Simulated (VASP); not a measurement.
# Hf3NbO (Pm-3m) in VASP: notebook

The runs below take Hf3NbO through single point, with PBE.

All numbers are computed with VASP 6.6.1; they aren't measurements. Logs are shortened: lines on timing, memory, paths and dates and some standing lists are left out, and cuts for length are marked.

## 1. The cell of the first run

The structure is cubic, space group Pm-3m (No. 221). Conventional cell: a = 4.335 Å, b = 4.335 Å, c = 4.335 Å, α = 90.00°, β = 90.00°, γ = 90.00°. Within 2.9 Å of Hf (site symmetry 4/mmm) lie 2 Nb at 2.17 Å. Within 2.9 Å of Nb (site symmetry m-3m) lie 6 Hf at 2.17 Å. Within 4.0 Å of O (site symmetry m-3m) lie 12 Hf at 3.07 Å and 8 Nb at 3.75 Å.

## 2. Single point, PBE

Contents of INCAR:

```
SYSTEM = Hf3NbO
ALGO     = Normal         ! electronic algorithm
EDIFF    = 1E-6           ! SCF threshold, eV
ENCUT    = 520            ! plane-wave cutoff, eV
GGA      = PE             ! functional
ISIF     = 2              ! what is computed and relaxed
ISMEAR   = 0              ! smearing method
LASPH    = .TRUE.         ! aspherical terms in the spheres
LCHARG   = .FALSE.        ! write CHGCAR
LREAL    = .FALSE.        ! projectors in reciprocal space
LWAVE    = .FALSE.        ! write WAVECAR
NBANDS   = 32             ! bands
NELM     = 80             ! most SCF steps
PREC     = Accurate       ! precision mode
SIGMA    = 0.1            ! smearing width, eV
```

Contents of KPOINTS:

```
k-points
0
G
  4 4 4
  0 0 0
```

Contents of POSCAR:

```
Hf3NbO
1.0
    4.3349511600      0.0000000000      0.0000000000
    0.0000000000      4.3349511600      0.0000000000
    0.0000000000      0.0000000000      4.3349511600
Hf Nb O
3 1 1
Direct
    0.0000000000      0.5000000000      0.5000000000
    0.5000000000      0.0000000000      0.5000000000
    0.5000000000      0.5000000000      0.0000000000
    0.5000000000      0.5000000000      0.5000000000
    0.0000000000      0.0000000000      0.0000000000
```

Potentials or basis: VASP PAW PBE potentials, release 64 (Hf_pv, Nb_sv, O).

The run is started by

```console
cat potpaw_PBE.64/Hf_pv/POTCAR potpaw_PBE.64/Nb_sv/POTCAR potpaw_PBE.64/O/POTCAR > POTCAR
mpirun -np 1 vasp_std > vasp.out
```

OUTCAR:

```text
SYSTEM = Hf3NbO
   EDIFF = 1E-6
   ENCUT = 520
   GGA = PE
   ISIF = 2
   ISMEAR = 0
   LASPH = .TRUE.
   LREAL = .FALSE.
   NELM = 80
   PREC = Accurate

 ion  position               nearest neighbor table
   1  0.000  0.500  0.500-   4 2.17   4 2.17   2 3.07   3 3.07   2 3.07   2 3.07   3 3.07   3 3.07
                             3 3.07   2 3.07
   2  0.500  0.000  0.500-   4 2.17   4 2.17   1 3.07   3 3.07   1 3.07   3 3.07   3 3.07   3 3.07
                             1 3.07   1 3.07
   3  0.500  0.500  0.000-   4 2.17   4 2.17   1 3.07   1 3.07   2 3.07   2 3.07   2 3.07   2 3.07
                             1 3.07   1 3.07
   4  0.500  0.500  0.500-   1 2.17   2 2.17   3 2.17   3 2.17   2 2.17   1 2.17
   5  0.000  0.000  0.000-

  LATTYP: Found a simple cubic cell.
 ALAT       =     4.3349511600

  Lattice vectors:

 A1 = (   4.3349511600,   0.0000000000,   0.0000000000)
 A2 = (   0.0000000000,   4.3349511600,   0.0000000000)
 A3 = (   0.0000000000,   0.0000000000,   4.3349511600)

Analysis of symmetry for initial positions (statically):
=====================================================================
 Subroutine PRICEL returns:
 Original cell was already a primitive cell.

 Routine SETGRP: Setting up the symmetry group for a
 simple cubic supercell.

 Subroutine GETGRP returns: Found 48 space group operations
 (whereof 48 operations were pure point group operations)
 out of a pool of 48 trial point group operations.

The static configuration has the point symmetry O_h .

Analysis of symmetry for dynamics (positions and initial velocities):
=====================================================================
 Subroutine PRICEL returns:
 Original cell was already a primitive cell.

 Routine SETGRP: Setting up the symmetry group for a
 simple cubic supercell.

 Subroutine GETGRP returns: Found 48 space group operations
 (whereof 48 operations were pure point group operations)
 out of a pool of 48 trial point group operations.

The dynamic configuration has the point symmetry O_h .

 Subroutine INISYM returns: Found 48 space group operations
 (whereof 48 operations are pure point group operations),
 and found     1 'primitive' translations

----------------------------------------------------------------------------------------

                                     Primitive cell

  volume of cell :      81.4615

  direct lattice vectors                    reciprocal lattice vectors
     4.334951160  0.000000000  0.000000000     0.230683106  0.000000000  0.000000000
     0.000000000  4.334951160  0.000000000     0.000000000  0.230683106  0.000000000
     0.000000000  0.000000000  4.334951160     0.000000000  0.000000000  0.230683106

  length of vectors
     4.334951160  4.334951160  4.334951160     0.230683106  0.230683106  0.230683106

  position of ions in fractional coordinates (direct lattice)
     0.000000000  0.500000000  0.500000000
     0.500000000  0.000000000  0.500000000
     0.500000000  0.500000000  0.000000000
     0.500000000  0.500000000  0.500000000
     0.000000000  0.000000000  0.000000000

  ion indices of the primitive-cell ions
   primitive index   ion index
                 1           1
                 2           2
                 3           3
                 4           4
                 5           5

----------------------------------------------------------------------------------------

 KPOINTS: k-points

Automatic generation of k-mesh.
 Grid dimensions read from file:
 generate k-points for:    4    4    4

 Generating k-lattice:

  Cartesian coordinates                     Fractional coordinates (reciprocal lattice)
     0.057670777  0.000000000  0.000000000     0.250000000  0.000000000  0.000000000
     0.000000000  0.057670777  0.000000000     0.000000000  0.250000000  0.000000000
     0.000000000  0.000000000  0.057670777     0.000000000  0.000000000  0.250000000

  Length of vectors
     0.057670777  0.057670777  0.057670777

  Shift w.r.t. Gamma in fractional coordinates (k-lattice)
     0.000000000  0.000000000  0.000000000

 Subroutine IBZKPT returns following result:
 ===========================================

 Found     10 irreducible k-points:

 Following reciprocal coordinates:
            Coordinates               Weight
  0.000000  0.000000  0.000000      1.000000
  0.250000  0.000000  0.000000      6.000000
  0.500000  0.000000  0.000000      3.000000
  0.250000  0.250000  0.000000     12.000000
  0.500000  0.250000  0.000000     12.000000
  0.500000  0.500000  0.000000      3.000000
  0.250000  0.250000  0.250000      8.000000
  0.500000  0.250000  0.250000     12.000000
  0.500000  0.500000  0.250000      6.000000
  0.500000  0.500000  0.500000      1.000000
   k-points           NKPTS =     10   k-points in BZ     NKDIM =     10   number of bands    NBANDS=     32
   number of dos      NEDOS =    301   number of ions     NIONS =      5
   total plane-waves  NPLWV =  32768
   dimension x,y,z NGX =    32 NGY =   32 NGZ =   32
   dimension x,y,z NGXF=    64 NGYF=   64 NGZF=   64
   ions per type =               3   1   1
   NGX,Y,Z   is equivalent  to a cutoff of  12.27, 12.27, 12.27 a.u.
   NGXF,Y,Z  is equivalent  to a cutoff of  24.54, 24.54, 24.54 a.u.
 SYSTEM =  Hf3NbO
   PREC   = accura    normal or accurate (medium, high low for compatibility)
   ISTART =      0    job   : 0-new  1-cont  2-samecut
   ICHARG =      2    charge: 1-file 2-atom 10-const
   ISPIN  =      1    spin polarized calculation?
   LNONCOLLINEAR =      F non collinear calculations
   LSORBIT =      F    spin-orbit coupling
   LASPH  =      T    aspherical Exc in radial PAW
   ENCUT  =  520.0 eV  38.22 Ry    6.18 a.u.   8.06  8.06  8.06*2*pi/ulx,y,z
   NELM   =     80;   NELMIN=  2; NELMDL= -5     # of ELM steps
   EDIFF  = 0.1E-05   stopping-criterion for ELM
   LREAL  =      F    real-space projection
   EDIFFG = 0.1E-04   stopping-criterion for IOM
   NSW    =      0    number of steps for IOM
   IBRION =     -1    ionic relax: 0-MD 1-quasi-New 2-CG
   NFREE  =      0    steps in history (QN), initial steepest desc. (CG)
   ISIF   =      2    stress and relaxation
   ISYM   =      2    0-nonsym 1-usesym 2-fastsym
   POTIM  = 0.5000    time-step for ionic-motion
   TEBEG  =    0.0;   TEEND  =   0.0 temperature during run
   PSTRESS=    0.0 pullay stress
   NELECT =      49.0000    total number of electrons
   NUPDOWN=      -1.0000    fix difference up-down
   EMIN   =  10.00;   EMAX   =-10.00  energy-range for DOS
   EFERMI =   0.00;   METHOD = LEGACY
   ISMEAR =     0;   SIGMA  =   0.10  broadening in eV -4-tet -1-fermi 0-gaus
   EFERMI_NEDOS =   21; number of points for ismear=-14 and -15
   IALGO  =     38    algorithm
   IMIX   =      4    mixing-type and parameters
     AMIX     =   0.40;   BMIX     =  1.00
     AMIX_MAG =   1.60;   BMIX_MAG =  1.00
  volume/ion in A,a.u.               =      16.29       109.95
  Fermi-wavevector in a.u.,A,eV,Ry     =   1.381940  2.611489 25.983853  1.909759
  Thomas-Fermi vector in A             =   2.506678
   LORBIT       =      0    0 simple, 1 ext, 2 COOP (PROOUT), +10 PAW based schemes
   GGA     = PE    functional components
   LHFCALC =     F    Hartree Fock is set to
   AEXX    =    0.0000 exact exchange contribution
   IVDW    =     0    specifies the selected vdW correction
   LEPSILON=     F    determine dielectric tensor
   LRPA    =     F    only Hartree local field effects (RPA)
 non-spin polarized calculation
 Gauss-broadening in eV      SIGMA  =   0.10
  energy-cutoff  :      520.00
  volume of cell :       81.46
 maximum number of plane-waves:      2272
   NGX = 17   NGY = 17   NGZ = 17

 number of electron      49.0000006 magnetization

 Free energy of the ion-electron system (eV)
  ---------------------------------------------------
  ext. energy  EPLUGINS =         0.00000000
  ---------------------------------------------------
  free energy    TOTEN  =       -31.34676505 eV

  energy without entropy =      -31.32398307  energy(sigma->0) =      -31.33537406

 E-fermi :   6.8804     XC(G=0): -11.8250

 val. band max:        6.7829118886   @ k =   0.5000   0.0000   0.0000
 cond. band min:       6.9070342552   @ k =   0.5000   0.5000   0.5000
 fundamental gap:      0.1241223667
 Fermi energy:         6.8803836307

 k-point     1 :       0.0000    0.0000    0.0000
  band No.  band energies     occupation
      1     -47.0920      2.00000
      2     -27.6107      2.00000
      3     -27.6107      2.00000
      4     -27.6107      2.00000
      5     -23.6106      2.00000
      6     -23.6106      2.00000
[... 24 lines left out ...]
     31      12.2222      0.00000
     32      12.2222      0.00000

 k-point     2 :       0.2500    0.0000    0.0000
  band No.  band energies     occupation
      1     -47.1320      2.00000
      2     -27.5846      2.00000
      3     -27.5846      2.00000
      4     -26.7408      2.00000
      5     -23.6609      2.00000
      6     -23.6525      2.00000
[... 24 lines left out ...]
     31       9.9751      0.00000
     32      10.5724      0.00000

 k-point     3 :       0.5000    0.0000    0.0000
  band No.  band energies     occupation
      1     -47.1714      2.00000
      2     -27.5579      2.00000
      3     -27.5579      2.00000
      4     -24.7439      2.00000
      5     -24.4317      2.00000
      6     -23.6969      2.00000
[... 24 lines left out ...]
     31      10.3149      0.00000
     32      10.3149      0.00000

 k-point     4 :       0.2500    0.2500    0.0000
  band No.  band energies     occupation
      1     -47.1718      2.00000
      2     -27.5584      2.00000
      3     -26.7205      2.00000
      4     -26.6981      2.00000
      5     -23.8456      2.00000
      6     -23.6522      2.00000
[... 164 lines left out ...]
     31      10.5645      0.00000
     32      10.6844      0.00000

 k-point     9 :       0.5000    0.5000    0.2500
  band No.  band energies     occupation
      1     -47.2901      2.00000
      2     -26.6123      2.00000
      3     -24.4763      2.00000
      4     -24.3819      2.00000
      5     -24.3749      2.00000
      6     -24.3749      2.00000
[... 24 lines left out ...]
     31      10.5911      0.00000
     32      11.1809      0.00000

 k-point    10 :       0.5000    0.5000    0.5000
  band No.  band energies     occupation
      1     -47.3292      2.00000
      2     -24.4757      2.00000
      3     -24.4757      2.00000
      4     -24.3339      2.00000
      5     -24.0849      2.00000
      6     -24.0849      2.00000
[... 24 lines left out ...]
     31      11.0473      0.00000
     32      11.0473      0.00000

------------------------ aborting loop because EDIFF is reached ----------------------------------------

  FORCE on cell =-STRESS in cart. coord.  units (eV):
  Direction    XX          YY          ZZ          XY          YZ          ZX
  --------------------------------------------------------------------------------------
  -------------------------------------------------------------------------------------
  Total       36.2292433     36.2292433     36.2292433      0.0000000      0.0000000     -0.0000000
  in kB      712.5530750    712.5530750    712.5530750      0.0000000      0.0000000     -0.0000000
  external PRESSURE =     712.5530750 kB  Pullay stress =       0.0000000 kB

 VOLUME and BASIS-vectors are now :
 -----------------------------------------------------------------------------
  energy-cutoff  :      520.00
  volume of cell :       81.46
      direct lattice vectors                 reciprocal lattice vectors
     4.334951160  0.000000000  0.000000000     0.230683106  0.000000000  0.000000000
     0.000000000  4.334951160  0.000000000     0.000000000  0.230683106  0.000000000
     0.000000000  0.000000000  4.334951160     0.000000000  0.000000000  0.230683106

 POSITION                                       TOTAL-FORCE (eV/Angst)
 -----------------------------------------------------------------------------------
      0.00000      2.16748      2.16748         0.000000      0.000000      0.000000
      2.16748      0.00000      2.16748         0.000000      0.000000      0.000000
      2.16748      2.16748      0.00000         0.000000      0.000000      0.000000
      2.16748      2.16748      2.16748         0.000000      0.000000      0.000000
      0.00000      0.00000      0.00000         0.000000      0.000000      0.000000
 -----------------------------------------------------------------------------------
    total drift:                                0.000000     -0.000000     -0.000000

  FREE ENERGIE OF THE ION-ELECTRON SYSTEM (eV)
  ---------------------------------------------------
  free  energy   TOTEN  =       -31.3467650486 eV

  energy  without entropy=      -31.3239830718  energy(sigma->0) =      -31.33537406
```

Run time: 12 s. Hardware: 1 thread of Intel Xeon 6975P-C (Granite Rapids), shared host; peak memory 0.19 GiB.

Results:

| Quantity | Value |
| --- | --- |
| Free energy | -31.3468 eV |
| Pressure | 71.3 GPa |

Caveat: the k points lie up to 0.36 Å⁻¹ apart; spin-orbit coupling is left out, which moves the levels of the heavy elements; an odd number of electrons without spin polarisation forces a metal; a magnetic or distorted state may lie lower.

## 3. Single point, PBE

This run uses another cell than the first one, of 25.35 Å³/atom, 1.556 times its volume.

Contents of INCAR:

```
SYSTEM = Hf3NbO
  PREC = Accurate
  ENCUT = 520
  EDIFF = 1E-6
  ISMEAR = 0
  SIGMA = 0.1
  LREAL = .FALSE.
  LASPH = .TRUE.
  NELM = 100
  ALGO = Normal
  ISIF = 2
  LWAVE = .FALSE.
  LCHARG = .TRUE.
  GGA = PE
  LELF = .TRUE.
  LVHAR = .TRUE.
  NBANDS = 32
```

Contents of KPOINTS:

```
Automatic mesh
0
G
  4 4 4
  0 0 0
```

Changes to POSCAR since step 2:

```diff
@@ -2,5 +2,5 @@
 1.0
-    4.3349511600      0.0000000000      0.0000000000
-    0.0000000000      4.3349511600      0.0000000000
-    0.0000000000      0.0000000000      4.3349511600
+    5.0234492589      0.0000000000      0.0000000000
+    0.0000000000      5.0234492589      0.0000000000
+    0.0000000000      0.0000000000      5.0234492589
 Hf Nb O
```

Potentials or basis: VASP PAW PBE potentials, release 64 (Hf_pv, Nb_sv, O).

The run is started by

```console
cat potpaw_PBE.64/Hf_pv/POTCAR potpaw_PBE.64/Nb_sv/POTCAR potpaw_PBE.64/O/POTCAR > POTCAR
mpirun -np 1 vasp_std > vasp.out
```

It took 29 s on 1 thread of Intel Xeon 6975P-C (Granite Rapids), shared host; peak memory 0.25 GiB.

Results (log left out):

```
Free energy : -38.2021 eV
Pressure    : -0.5 GPa
```

Levels at points of the mesh, in eV from the Fermi level:
```csv
k point,band 21,band 22,band 23,band 24,band 25,band 26,band 27,band 28
"(0.00, 0.00, 0.00)",-1.67,-1.67,-1.67,-0.82,-0.73,-0.73,2.06,2.06
"(0.50, 0.00, 0.00)",-1.96,-1.28,-1.28,0.04,0.23,0.23,0.27,0.27
"(0.50, 0.50, 0.00)",-1.24,-0.67,-0.67,-0.41,-0.39,0.68,0.68,0.77
"(0.50, 0.50, 0.50)",-0.35,-0.16,-0.16,-0.16,0.44,0.50,0.50,0.50
```

Caveat: spin-orbit coupling is left out, which moves the levels of the heavy elements; an odd number of electrons without spin polarisation forces a metal; a magnetic or distorted state may lie lower.

## 4. Single point, PBE, collinear spin, zero start

Contents of INCAR:

```
SYSTEM = Hf3NbO
PREC     = Accurate       ! precision mode
ENCUT    = 520            ! plane-wave cutoff, eV
EDIFF    = 1E-6           ! SCF threshold, eV
ISMEAR   = 0              ! smearing method
SIGMA    = 0.1            ! smearing width, eV
LREAL    = .FALSE.        ! projectors in reciprocal space
LASPH    = .TRUE.         ! aspherical terms in the spheres
NELM     = 150            ! most SCF steps
ALGO     = Normal         ! electronic algorithm
ISIF     = 2              ! what is computed and relaxed
LWAVE    = .FALSE.        ! write WAVECAR
LCHARG   = .FALSE.        ! write CHGCAR
ISPIN    = 2              ! spin polarisation
MAGMOM   = 0 0 0 0 0      ! initial moments
LORBIT   = 11             ! projections on sites
LMAXMIX  = 4              ! l up to which the mixer works
GGA      = PE             ! functional
NBANDS   = 36             ! bands
```

KPOINTS is that of step 3.

Changes to POSCAR since step 3:

```diff
@@ -2,5 +2,5 @@
 1.0
-    5.0234492589      0.0000000000      0.0000000000
-    0.0000000000      5.0234492589      0.0000000000
-    0.0000000000      0.0000000000      5.0234492589
+    4.3349511600      0.0000000000      0.0000000000
+    0.0000000000      4.3349511600      0.0000000000
+    0.0000000000      0.0000000000      4.3349511600
 Hf Nb O
```

The run is started by

```console
cat potpaw_PBE.64/Hf_pv/POTCAR potpaw_PBE.64/Nb_sv/POTCAR potpaw_PBE.64/O/POTCAR > POTCAR
mpirun -np 1 vasp_std > vasp.out
```

Run time: 25 s. Hardware: 1 thread of Intel Xeon 6975P-C (Granite Rapids), shared host; peak memory 0.23 GiB.

The run converged. Its results:

- Free energy: -31.3468 eV
- Pressure: 71.3 GPa
- Net moment: 0.00 μB per cell
- Valence electrons inside the program's atomic spheres: Hf 9.13; Nb 12.82; O 4.73

Levels at points of the mesh, in eV from the Fermi level:
Spin up:
| k point | band 21 | band 22 | band 23 | band 24 | band 25 | band 26 | band 27 | band 28 |
| --- | --- | --- | --- | --- | --- | --- | --- | --- |
| (0.00, 0.00, 0.00) | -3.06 | -3.06 | -3.06 | -1.85 | -1.85 | -0.18 | 2.76 | 2.76 |
| (0.50, 0.00, 0.00) | -2.60 | -2.51 | -1.78 | -0.10 | 0.09 | 0.28 | 0.28 | 0.98 |
| (0.50, 0.50, 0.00) | -1.77 | -0.79 | -0.79 | -0.60 | 0.29 | 1.00 | 1.00 | 1.72 |
| (0.50, 0.50, 0.50) | -1.19 | -0.60 | -0.60 | -0.60 | 0.03 | 0.03 | 0.03 | 3.39 |
Spin down:
```tsv
k point	band 20	band 21	band 22	band 23	band 24	band 25	band 26	band 27	band 28	band 29
(0.00, 0.00, 0.00)	-4.19	-3.06	-3.06	-3.06	-1.84	-1.84	-0.18	2.76	2.76	2.76
(0.50, 0.00, 0.00)	-2.60	-2.60	-2.51	-1.78	-0.10	0.09	0.28	0.28	0.98	1.74
(0.50, 0.50, 0.00)	-3.49	-1.77	-0.79	-0.79	-0.60	0.29	1.00	1.00	1.72	1.83
(0.50, 0.50, 0.50)	-2.50	-1.19	-0.60	-0.60	-0.60	0.03	0.03	0.03	3.39	3.39
```

Caveat: the k points lie up to 0.36 Å⁻¹ apart; spin-orbit coupling is left out, which moves the levels of the heavy elements.

## 5. The runs side by side

```csv
spin,cell,gap on the mesh (eV),pressure (GPa)
off,"a = 4.335 Å, 5 atoms",none,71.3
off,"a = 5.023 Å, 5 atoms",none,-0.5
"collinear, zero start","a = 4.335 Å, 5 atoms",none,71.3
```

Alike in all rows: task single point; level PBE; potentials or basis VASP PAW PBE potentials, release 64 (Hf_pv, Nb_sv, O); k mesh 4 × 4 × 4; cutoff (eV) 520; smearing gaussian 0.1 eV.

Caveats: some runs use coarse meshes; spin-orbit coupling is left out, which moves the levels of the heavy elements; an odd number of electrons without spin polarisation forces a metal (some runs); a magnetic or distorted state may lie lower (some runs).

Total energies depend on the potentials used, so only differences within one code and one set of settings carry meaning.
